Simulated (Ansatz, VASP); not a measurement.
# One calculation of SiC, two programs

```
Si C
1.0
     3.08369    0.06152   -0.01710
    -1.48857    2.57828    0.00000
    -0.02807   -0.01620    5.01438
Si C
2 2
Direct
  0.32807 0.66404 0.01030
  0.66351 0.33175 0.49428
  0.33087 0.66544 0.39632
  0.67755 0.33877 0.86909
```

Alike in both runs: task single point; functional PBE; k mesh 12 × 12 × 6; occupations gaussian, width 0.02 eV; no spin polarisation.

|  | VASP | Ansatz |
| --- | --- | --- |
| version | VASP 6.6.1 | Ansatz 0.2.0 |
| potentials or method | VASP PAW PBE potentials, release 64 (Si, C), cutoff 520 eV | scalar-relativistic, plane waves, PAW |
| valence electrons in the cell | 16 | 16 |

```tsv
	VASP	Ansatz	Ansatz less VASP
gap on the k mesh at the Fermi level (eV)	1.78	1.79	+0.006
least direct gap on the mesh (eV)	3.82	3.82	+0.006
pressure (GPa)	10.2	10.3	+0.06
traceless stress, the component that is largest in VASP (GPa)	-9.46	-9.43	+0.029
rms of the force components (eV/Å)	1.130	1.129	-0.0004
```

Atom by atom the forces differ by 0.001 eV/Å (rms over components). Ansatz's warnings: structure snapped to symmetry.
